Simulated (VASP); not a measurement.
# CsCdCl3 (P4/mmm) in VASP: further runs

Runs on CsCdCl3. Level: LDA. Tasks: single point.

Program: VASP 6.6.1. These are calculated values, not measurements. Logs are shortened: lines on timing, memory, paths and dates and some standing lists are left out, and cuts for length are marked.

## Step 1: The cell of the first run

The structure is tetragonal, space group P4/mmm (No. 123). Conventional cell: a = 5.112 Å, b = 5.112 Å, c = 4.805 Å, α = 90.00°, β = 90.00°, γ = 90.00°. Within 4.6 Å of Cs (site symmetry 4/mmm) lie 12 Cl at 3.51 to 3.61 Å and 8 Cd at 4.34 Å. Within 3.2 Å of Cd (site symmetry 4/mmm) lie 6 Cl at 2.40 to 2.56 Å. Cl (site symmetry mmm) has 2 Cd at 2.56 Å and 4 Cs at 3.51 Å and 8 Cl at 3.51 to 3.61 Å within 3.7 Å. Within 3.2 Å of Cl (site symmetry 4/mmm) lie 2 Cd at 2.40 Å.

## Step 2: Single point, LDA (strain along c alone, the other axes held: -6.0 %)

File INCAR:

```
PREC = Accurate
ENCUT = 520
EDIFF = 1E-7
ISMEAR = 0
SIGMA = 0.02
LREAL = False
LASPH = True
NELM = 60
ALGO = Normal
ISIF = 2
LWAVE = False
LCHARG = True
GGA = CA
LELF = True
LVHAR = True
NBANDS = 29
```

File KPOINTS:

```
regular mesh
0
Gamma
  6 6 6
```

File POSCAR:

```
CsCdCl3
1.0
    5.1121726469      0.0000000000      0.0000000000
    0.0000000000      5.1121726469      0.0000000000
    0.0000000000      0.0000000000      4.8054422881
Cs Cd Cl
1 1 3
Direct
    0.0000000000      0.0000000000      0.0000000000
    0.5000000000      0.5000000000      0.5000000000
    0.0000000000      0.5000000000      0.5000000000
    0.5000000000      0.0000000000      0.5000000000
    0.5000000000      0.5000000000      0.0000000000
```

Potentials or basis: VASP PAW LDA potentials, release 64 (Cs_sv, Cd, Cl).

The run is started by

```sh
> cat potpaw_LDA.64/Cs_sv/POTCAR potpaw_LDA.64/Cd/POTCAR potpaw_LDA.64/Cl/POTCAR > POTCAR
> mpirun -np 1 vasp_std > vasp.out
```

OUTCAR:

```text
PREC = Accurate
   ENCUT = 520
   EDIFF = 1E-7
   ISMEAR = 0
   LREAL = False
   LASPH = True
   NELM = 60
   ISIF = 2
   GGA = CA

 ion  position               nearest neighbor table
   1  0.000  0.000  0.000-
   2  0.500  0.500  0.500-   5 2.40   5 2.40   3 2.56   4 2.56   4 2.56   3 2.56
   3  0.000  0.500  0.500-   2 2.56   2 2.56
   4  0.500  0.000  0.500-   2 2.56   2 2.56
   5  0.500  0.500  0.000-   2 2.40   2 2.40

  LATTYP: Found a simple tetragonal cell.
 ALAT       =     5.1121726469
 C/A-ratio  =     0.9400000000

  Lattice vectors:

 A1 = (   5.1121726469,   0.0000000000,   0.0000000000)
 A2 = (   0.0000000000,   5.1121726469,   0.0000000000)
 A3 = (   0.0000000000,   0.0000000000,   4.8054422881)

Analysis of symmetry for initial positions (statically):
=====================================================================
 Subroutine PRICEL returns:
 Original cell was already a primitive cell.

 Routine SETGRP: Setting up the symmetry group for a
 simple tetragonal supercell.

 Subroutine GETGRP returns: Found 16 space group operations
 (whereof 16 operations were pure point group operations)
 out of a pool of 16 trial point group operations.

The static configuration has the point symmetry D_4h.

Analysis of symmetry for dynamics (positions and initial velocities):
=====================================================================
 Subroutine PRICEL returns:
 Original cell was already a primitive cell.

 Routine SETGRP: Setting up the symmetry group for a
 simple tetragonal supercell.

 Subroutine GETGRP returns: Found 16 space group operations
 (whereof 16 operations were pure point group operations)
 out of a pool of 16 trial point group operations.

The dynamic configuration has the point symmetry D_4h.

 Subroutine INISYM returns: Found 16 space group operations
 (whereof 16 operations are pure point group operations),
 and found     1 'primitive' translations

----------------------------------------------------------------------------------------

                                     Primitive cell

  volume of cell :     125.5869

  direct lattice vectors                    reciprocal lattice vectors
     5.112172647  0.000000000  0.000000000     0.195611547  0.000000000  0.000000000
     0.000000000  5.112172647  0.000000000     0.000000000  0.195611547  0.000000000
     0.000000000  0.000000000  4.805442288     0.000000000  0.000000000  0.208097390

  length of vectors
     5.112172647  5.112172647  4.805442288     0.195611547  0.195611547  0.208097390

  position of ions in fractional coordinates (direct lattice)
     0.000000000  0.000000000  0.000000000
     0.500000000  0.500000000  0.500000000
     0.000000000  0.500000000  0.500000000
     0.500000000  0.000000000  0.500000000
     0.500000000  0.500000000  0.000000000

  ion indices of the primitive-cell ions
   primitive index   ion index
                 1           1
                 2           2
                 3           3
                 4           4
                 5           5

----------------------------------------------------------------------------------------

 KPOINTS: regular mesh

Automatic generation of k-mesh.
 Grid dimensions read from file:
 generate k-points for:    6    6    6

 Generating k-lattice:

  Cartesian coordinates                     Fractional coordinates (reciprocal lattice)
     0.032601925  0.000000000  0.000000000     0.166666667  0.000000000  0.000000000
     0.000000000  0.032601925  0.000000000     0.000000000  0.166666667  0.000000000
     0.000000000  0.000000000  0.034682898     0.000000000  0.000000000  0.166666667

  Length of vectors
     0.032601925  0.032601925  0.034682898

  Shift w.r.t. Gamma in fractional coordinates (k-lattice)
     0.000000000  0.000000000  0.000000000

 Subroutine IBZKPT returns following result:
 ===========================================

 Found     40 irreducible k-points:

 Following reciprocal coordinates:
            Coordinates               Weight
  0.000000  0.000000  0.000000      1.000000
  0.166667  0.000000  0.000000      4.000000
  0.333333  0.000000  0.000000      4.000000
  0.500000  0.000000  0.000000      2.000000
  0.166667  0.166667  0.000000      4.000000
  0.333333  0.166667  0.000000      8.000000
[... 16 lines left out ...]
  0.333333  0.000000  0.333333      8.000000
  0.500000  0.000000  0.333333      4.000000
 [... further k-points ...]
   k-points           NKPTS =     40   k-points in BZ     NKDIM =     40   number of bands    NBANDS=     29
   number of dos      NEDOS =    301   number of ions     NIONS =      5
   total plane-waves  NPLWV =  57600
   dimension x,y,z NGX =    40 NGY =   40 NGZ =   36
   dimension x,y,z NGXF=    80 NGYF=   80 NGZF=   72
   ions per type =               1   1   3
   NGX,Y,Z   is equivalent  to a cutoff of  13.01, 13.01, 12.45 a.u.
   NGXF,Y,Z  is equivalent  to a cutoff of  26.02, 26.02, 24.91 a.u.
 SYSTEM =  unknown system
   PREC   = accura    normal or accurate (medium, high low for compatibility)
   ISTART =      0    job   : 0-new  1-cont  2-samecut
   ICHARG =      2    charge: 1-file 2-atom 10-const
   ISPIN  =      1    spin polarized calculation?
   LNONCOLLINEAR =      F non collinear calculations
   LSORBIT =      F    spin-orbit coupling
   LASPH  =      T    aspherical Exc in radial PAW
   ENCUT  =  520.0 eV  38.22 Ry    6.18 a.u.   9.51  9.51  8.93*2*pi/ulx,y,z
   NELM   =     60;   NELMIN=  2; NELMDL= -5     # of ELM steps
   EDIFF  = 0.1E-06   stopping-criterion for ELM
   LREAL  =      F    real-space projection
   EDIFFG = 0.1E-05   stopping-criterion for IOM
   NSW    =      0    number of steps for IOM
   IBRION =     -1    ionic relax: 0-MD 1-quasi-New 2-CG
   NFREE  =      0    steps in history (QN), initial steepest desc. (CG)
   ISIF   =      2    stress and relaxation
   ISYM   =      2    0-nonsym 1-usesym 2-fastsym
   POTIM  = 0.5000    time-step for ionic-motion
   TEBEG  =    0.0;   TEEND  =   0.0 temperature during run
   PSTRESS=    0.0 pullay stress
   NELECT =      42.0000    total number of electrons
   NUPDOWN=      -1.0000    fix difference up-down
   EMIN   =  10.00;   EMAX   =-10.00  energy-range for DOS
   EFERMI =   0.00;   METHOD = LEGACY
   ISMEAR =     0;   SIGMA  =   0.02  broadening in eV -4-tet -1-fermi 0-gaus
   EFERMI_NEDOS =   21; number of points for ismear=-14 and -15
   IALGO  =     38    algorithm
   IMIX   =      4    mixing-type and parameters
     AMIX     =   0.40;   BMIX     =  1.00
     AMIX_MAG =   1.60;   BMIX_MAG =  1.00
  volume/ion in A,a.u.               =      25.12       169.50
  Fermi-wavevector in a.u.,A,eV,Ry     =   1.136344  2.147379 17.568897  1.291278
  Thomas-Fermi vector in A             =   2.273049
   LORBIT       =      0    0 simple, 1 ext, 2 COOP (PROOUT), +10 PAW based schemes
   GGA     = CA    functional components
   LHFCALC =     F    Hartree Fock is set to
   AEXX    =    0.0000 exact exchange contribution
   IVDW    =     0    specifies the selected vdW correction
   LEPSILON=     F    determine dielectric tensor
   LRPA    =     F    only Hartree local field effects (RPA)
 non-spin polarized calculation
 Gauss-broadening in eV      SIGMA  =   0.02
  energy-cutoff  :      520.00
  volume of cell :      125.59
 maximum number of plane-waves:      3426
 NGX is ok and might be reduce to    40
   NGX = 19   NGY = 19   NGZ = 17

 number of electron      41.9999999 magnetization

 Free energy of the ion-electron system (eV)
  ---------------------------------------------------
  ext. energy  EPLUGINS =         0.00000000
  ---------------------------------------------------
  free energy    TOTEN  =       -16.66901646 eV

  energy without entropy =      -16.66901646  energy(sigma->0) =      -16.66901646

 E-fermi :   1.3841     XC(G=0):  -9.6525

 val. band max:        1.2227989672   @ k =   0.5000   0.5000   0.5000
 cond. band min:       2.7795448410   @ k =   0.0000   0.0000   0.0000
 fundamental gap:      1.5567458738
 Fermi energy:         1.3840545970

 k-point     1 :       0.0000    0.0000    0.0000
  band No.  band energies     occupation
      1     -18.1124      2.00000
      2     -13.3627      2.00000
      3     -12.5722      2.00000
      4     -12.3902      2.00000
      5      -5.8885      2.00000
      6      -5.8885      2.00000
[... 21 lines left out ...]
     28       7.9906      0.00000
     29      12.0154      0.00000

 k-point     2 :       0.1667    0.0000    0.0000
  band No.  band energies     occupation
      1     -18.1078      2.00000
      2     -13.3459      2.00000
      3     -12.5590      2.00000
      4     -12.4009      2.00000
      5      -5.9112      2.00000
      6      -5.8882      2.00000
[... 21 lines left out ...]
     28       8.3329      0.00000
     29      11.4950      0.00000

 k-point     3 :       0.3333    0.0000    0.0000
  band No.  band energies     occupation
      1     -18.0987      2.00000
      2     -13.3142      2.00000
      3     -12.5269      2.00000
      4     -12.4232      2.00000
      5      -6.2114      2.00000
      6      -5.9522      2.00000
[... 21 lines left out ...]
     28       9.2177      0.00000
     29      10.5786      0.00000

 k-point     4 :       0.5000    0.0000    0.0000
  band No.  band energies     occupation
      1     -18.0942      2.00000
      2     -13.2996      2.00000
      3     -12.5061      2.00000
      4     -12.4365      2.00000
      5      -6.4043      2.00000
      6      -5.9711      2.00000
[... 597 lines left out ...]
     28       9.4882      0.00000
     29      10.2779      0.00000

 k-point    23 :       0.3333    0.0000    0.3333
  band No.  band energies     occupation
      1     -18.0816      2.00000
      2     -13.0262      2.00000
      3     -12.6161      2.00000
      4     -12.4197      2.00000
      5      -6.6601      2.00000
      6      -6.0609      2.00000
[... 21 lines left out ...]
     28       9.3789      0.00000
     29       9.7633      0.00000

 k-point    24 :       0.5000    0.0000    0.3333
  band No.  band energies     occupation
      1     -18.0783      2.00000
      2     -13.0125      2.00000
      3     -12.5586      2.00000
      4     -12.4551      2.00000
      5      -6.6929      2.00000
      6      -6.2022      2.00000
[... 21 lines left out ...]
     28       9.5891      0.00000
     29       9.7544      0.00000

 [... further k-points ...]

------------------------ aborting loop because EDIFF is reached ----------------------------------------

  FORCE on cell =-STRESS in cart. coord.  units (eV):
  Direction    XX          YY          ZZ          XY          YZ          ZX
  --------------------------------------------------------------------------------------
  -------------------------------------------------------------------------------------
  Total        1.7426872      1.7426872      5.5252327      0.0000000      0.0000000      0.0000000
  in kB       22.2323633     22.2323633     70.4882557      0.0000000      0.0000000      0.0000000
  external PRESSURE =      38.3176608 kB  Pullay stress =       0.0000000 kB

 VOLUME and BASIS-vectors are now :
 -----------------------------------------------------------------------------
  energy-cutoff  :      520.00
  volume of cell :      125.59
      direct lattice vectors                 reciprocal lattice vectors
     5.112172647  0.000000000  0.000000000     0.195611547  0.000000000  0.000000000
     0.000000000  5.112172647  0.000000000     0.000000000  0.195611547  0.000000000
     0.000000000  0.000000000  4.805442288     0.000000000  0.000000000  0.208097390

 POSITION                                       TOTAL-FORCE (eV/Angst)
 -----------------------------------------------------------------------------------
      0.00000      0.00000      0.00000         0.000000      0.000000      0.000000
      2.55609      2.55609      2.40272         0.000000      0.000000      0.000000
      0.00000      2.55609      2.40272         0.000000      0.000000      0.000000
      2.55609      0.00000      2.40272         0.000000      0.000000      0.000000
      2.55609      2.55609      0.00000         0.000000      0.000000      0.000000
 -----------------------------------------------------------------------------------
    total drift:                                0.000000      0.000000     -0.000000

  FREE ENERGIE OF THE ION-ELECTRON SYSTEM (eV)
  ---------------------------------------------------
  free  energy   TOTEN  =       -16.6690164634 eV

  energy  without entropy=      -16.6690164634  energy(sigma->0) =      -16.66901646
```

Run time: 3.4 min. Hardware: 1 thread of Oxide Virtual Turin-like, shared host; peak memory 0.25 GiB.

Results:

```
Free energy            : -16.6690 eV
Pressure               : 3.8 GPa
Band gap on the k mesh : 1.56 eV (least direct gap 2.63 eV)
```

Stress tensor (GPa, compression positive):
```
2.22 0.00 0.00
0.00 2.22 0.00
0.00 0.00 7.05
```

Levels at points of the mesh, in eV from the valence-band top:
```csv
k point,band 19,band 20,band 21,band 22,band 23,band 24
"(0.00, 0.00, 0.00)",-1.08,-1.08,-1.08,1.56,5.13,5.37
"(0.50, 0.00, 0.00)",-1.45,-1.41,-1.40,4.35,6.58,6.71
"(0.50, 0.50, 0.00)",-1.70,-0.88,-0.37,6.25,6.87,6.87
"(0.00, 0.00, 0.50)",-1.63,-1.48,-1.48,5.13,6.89,7.15
"(0.50, 0.00, 0.50)",-1.54,-0.80,-0.11,6.63,6.85,7.36
"(0.50, 0.50, 0.50)",-0.76,-0.35,0.00,5.19,5.19,5.52
```

Caveat: the cell differs from its parent crystal (strain along c alone, the other axes held: -6.0 %); the cell stands under pressure; spin-orbit coupling is left out, which moves the levels of the heavy elements.

## Step 3: Single point, LDA

File INCAR:

```
SYSTEM = CsCdCl3
ALGO = Normal
EDIFF = 1E-7
ENCUT = 520
GGA = CA
ISIF = 2
ISMEAR = 0
LASPH = .TRUE.
LCHARG = .TRUE.
LELF = .TRUE.
LREAL = .FALSE.
LVHAR = .TRUE.
LWAVE = .FALSE.
NBANDS = 29
NELM = 80
PREC = Accurate
SIGMA = 0.02
```

File KPOINTS:

```
k-points
0
G
  6 6 6
  0 0 0
```

POSCAR is that of step 2.

Potentials or basis: VASP PAW LDA potentials, release 64 (Cs_sv, Cd, Cl).

The run is started by

```sh
> cat potpaw_LDA.64/Cs_sv/POTCAR potpaw_LDA.64/Cd/POTCAR potpaw_LDA.64/Cl/POTCAR > POTCAR
> mpirun -np 1 vasp_std > vasp.out
```

It took 3.5 min on 1 thread of Oxide Virtual Turin-like, shared host; peak memory 0.24 GiB.

Results (log left out):

| Quantity | Value |
| --- | --- |
| Free energy | -16.6690 eV |
| Pressure | 3.8 GPa |
| Band gap on the k mesh | 1.56 eV (least direct gap 2.63 eV) |

Stress tensor (GPa, compression positive):
```
2.22 0.00 0.00
0.00 2.22 0.00
0.00 0.00 7.05
```

Levels at points of the mesh, in eV from the valence-band top:
| k point | band 17 | band 18 | band 19 | band 20 | band 21 | band 22 | band 23 | band 24 | band 25 | band 26 |
| --- | --- | --- | --- | --- | --- | --- | --- | --- | --- | --- |
| (0.00, 0.00, 0.00) | -1.60 | -1.48 | -1.08 | -1.08 | -1.08 | 1.56 | 5.13 | 5.37 | 5.39 | 6.41 |
| (0.50, 0.00, 0.00) | -1.86 | -1.48 | -1.45 | -1.41 | -1.40 | 4.35 | 6.58 | 6.71 | 7.32 | 7.70 |
| (0.50, 0.50, 0.00) | -1.93 | -1.70 | -1.70 | -0.88 | -0.37 | 6.25 | 6.87 | 6.87 | 7.28 | 7.44 |
| (0.00, 0.00, 0.50) | -1.88 | -1.63 | -1.63 | -1.48 | -1.48 | 5.13 | 6.89 | 7.15 | 7.23 | 8.03 |
| (0.50, 0.00, 0.50) | -1.80 | -1.54 | -1.54 | -0.80 | -0.11 | 6.63 | 6.85 | 7.36 | 7.37 | 7.88 |
| (0.50, 0.50, 0.50) | -0.84 | -0.76 | -0.76 | -0.35 | 0.00 | 5.19 | 5.19 | 5.52 | 6.93 | 8.10 |

Caveat: the cell stands under pressure; spin-orbit coupling is left out, which moves the levels of the heavy elements. A k mesh can miss the band edges.

(Part 1 of 2 ends here.)
